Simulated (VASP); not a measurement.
# Cs (Im-3m) in VASP: notebook, part 2 of 2

VASP 6.6.1.

## 3. Single point, LDA

File INCAR:

```
PREC     = Accurate       # precision mode
ENCUT    = 520            # plane-wave cutoff, eV
EDIFF    = 1E-6           # SCF threshold, eV
ISMEAR   = 0              # smearing method
SIGMA    = 0.3            # smearing width, eV
LREAL    = False          # projectors in reciprocal space
LASPH    = True           # aspherical terms in the spheres
NELM     = 60             # most SCF steps
ALGO     = Normal         # electronic algorithm
ISIF     = 2              # what is computed and relaxed
LWAVE    = False          # write WAVECAR
LCHARG   = False          # write CHGCAR
GGA      = CA             # functional
NBANDS   = 10             # bands
```

File KPOINTS:

```
Automatic mesh
0
Gamma
  8 8 8
```

File POSCAR:

```
Cs
1.0
   -2.8840810378      2.8840810378      2.8840810378
    2.8840810378     -2.8840810378      2.8840810378
    2.8840810378      2.8840810378     -2.8840810378
Cs
1
Direct
    0.0000000000      0.0000000000      0.0000000000
```

Potentials or basis: VASP PAW LDA potentials, release 64 (Cs_sv).

The run is started by

```
$ cat potpaw_LDA.64/Cs_sv/POTCAR > POTCAR
$ mpirun -np 1 vasp_std > vasp.out
```

It took 16 s on 1 thread of Intel Xeon 6975P-C, shared host; peak memory 0.2 GiB.

The run converged. Its results:

- Free energy: -1.0214 eV
- Pressure: 0.0 GPa

Levels at points of the mesh, in eV from the Fermi level:
```csv
k point,band 2,band 3,band 4,band 5,band 6,band 7
"(0.00, 0.00, 0.00)",-10.41,-10.41,-10.41,-1.86,2.54,2.54
"(0.50, 0.00, 0.00)",-10.67,-10.49,-10.41,-0.06,1.18,1.58
"(0.50, 0.50, 0.50)",-10.59,-10.59,-10.59,0.50,0.50,3.53
```

Caveat: spin-orbit coupling is left out, which moves the levels of the heavy elements.

## 4. Single point, LDA

File INCAR:

```
PREC = Accurate ; ENCUT = 520
EDIFF = 1E-7 ; ISMEAR = 0
SIGMA = 0.6 ; LREAL = False
LASPH = True ; NELM = 80
ALGO = Normal ; ISIF = 2
LWAVE = False ; LCHARG = False
NBANDS = 10
```

File KPOINTS:

```
regular mesh
0
Gamma
  8 8 8
```

POSCAR is that of step 3.

The run is started by

```
$ cat potpaw_LDA.64/Cs_sv/POTCAR > POTCAR
$ mpirun -np 1 vasp_std > vasp.out
```

Wall time 20 s (1 thread of Intel Xeon 6975P-C, shared host); peak memory 0.19 GiB.

The run converged. Its results:

| Item | Value |
| --- | --- |
| Free energy | -1.1005 eV |
| Pressure | 0.0 GPa |

Levels at points of the mesh, in eV from the Fermi level:
```csv
k point,band 1,band 2,band 3,band 4,band 5,band 6,band 7,band 8
"(0.00, 0.00, 0.00)",-23.67,-10.36,-10.36,-10.36,-1.82,2.58,2.58,2.58
"(0.50, 0.00, 0.00)",-23.65,-10.62,-10.45,-10.37,-0.02,1.22,1.62,3.49
"(0.50, 0.50, 0.50)",-23.64,-10.54,-10.54,-10.54,0.54,0.54,3.58,3.58
```

Caveat: spin-orbit coupling is left out, which moves the levels of the heavy elements.

## 5. Single point, LDA

File INCAR:

```
PREC     = Accurate       # precision mode
ENCUT    = 520            # plane-wave cutoff, eV
EDIFF    = 1E-6           # SCF threshold, eV
ISMEAR   = 0              # smearing method
SIGMA    = 1.0            # smearing width, eV
LREAL    = F              # projectors in reciprocal space
LASPH    = T              # aspherical terms in the spheres
NELM     = 80             # most SCF steps
ALGO     = Normal         # electronic algorithm
ISIF     = 2              # what is computed and relaxed
LWAVE    = F              # write WAVECAR
LCHARG   = F              # write CHGCAR
NBANDS   = 10             # bands
```

KPOINTS is that of step 4.

POSCAR is that of step 4.

The run is started by

```
$ cat potpaw_LDA.64/Cs_sv/POTCAR > POTCAR
$ mpirun -np 1 vasp_std > vasp.out
```

Run time: 19 s. Hardware: 1 thread of Intel Xeon 6975P-C, shared host; peak memory 0.2 GiB.

Results (log left out):

* Free energy: -1.2772 eV
* Pressure: 0.0 GPa

Levels at points of the mesh, in eV from the Fermi level:
```
           k point  band 2  band 3  band 4  band 5  band 6  band 7
(0.00, 0.00, 0.00)  -10.24  -10.24  -10.24   -1.70    2.71    2.71
(0.50, 0.00, 0.00)  -10.50  -10.32  -10.24    0.10    1.34    1.75
(0.50, 0.50, 0.50)  -10.42  -10.42  -10.42    0.66    0.66    3.70
```

Caveat: spin-orbit coupling is left out, which moves the levels of the heavy elements.

## 6. Single point, LDA

File INCAR:

```
PREC     = Accurate       # precision mode
ENCUT    = 520            # plane-wave cutoff, eV
EDIFF    = 1E-6           # SCF threshold, eV
ISMEAR   = 1              # smearing method
SIGMA    = 0.01           # smearing width, eV
LREAL    = F              # projectors in reciprocal space
LASPH    = T              # aspherical terms in the spheres
NELM     = 100            # most SCF steps
ALGO     = Normal         # electronic algorithm
ISIF     = 2              # what is computed and relaxed
LWAVE    = F              # write WAVECAR
LCHARG   = F              # write CHGCAR
NBANDS   = 10             # bands
```

File KPOINTS:

```
Automatic mesh
0
Gamma
  8 8 8
```

POSCAR is that of step 5.

Potentials or basis: VASP PAW LDA potentials, release 64 (Cs_sv).

The run is started by

```
$ cat potpaw_LDA.64/Cs_sv/POTCAR > POTCAR
$ mpirun -np 1 vasp_std > vasp.out
```

It took 19 s on 1 thread of Intel Xeon 6975P-C, shared host; peak memory 0.2 GiB.

The run converged. Its results:

| Item | Value |
| --- | --- |
| Free energy | -0.9858 eV |
| Pressure | 0.0 GPa |

Levels at points of the mesh, in eV from the Fermi level:
| k point | band 1 | band 2 | band 3 | band 4 | band 5 | band 6 | band 7 | band 8 | band 9 | band 10 |
| --- | --- | --- | --- | --- | --- | --- | --- | --- | --- | --- |
| (0.00, 0.00, 0.00) | -23.72 | -10.41 | -10.41 | -10.41 | -1.86 | 2.53 | 2.53 | 2.53 | 3.58 | 3.58 |
| (0.50, 0.00, 0.00) | -23.70 | -10.67 | -10.50 | -10.41 | -0.07 | 1.18 | 1.58 | 3.44 | 4.10 | 4.80 |
| (0.50, 0.50, 0.50) | -23.69 | -10.59 | -10.59 | -10.59 | 0.50 | 0.50 | 3.53 | 3.53 | 3.53 | 4.87 |

Caveat: spin-orbit coupling is left out, which moves the levels of the heavy elements.

## 7. The runs side by side

| smearing | gap on the mesh (eV) | pressure (GPa) |
| --- | --- | --- |
| gaussian 0.2 eV | none | 0.0 |
| gaussian 0.3 eV | none | 0.0 |
| gaussian 0.6 eV | none | 0.0 |
| gaussian 1 eV | none | 0.0 |
| methfessel-paxton 0.01 eV | none | 0.0 |

Alike in all rows: task single point; level LDA; potentials or basis VASP PAW LDA potentials, release 64 (Cs_sv); no spin polarisation; cell as given; k mesh 8 × 8 × 8; cutoff (eV) 520.

Every run on the cell as given and a fine mesh finds a metal.

Caveats: spin-orbit coupling is left out, which moves the levels of the heavy elements.

Absolute energies hang on the potentials; compare differences alone.
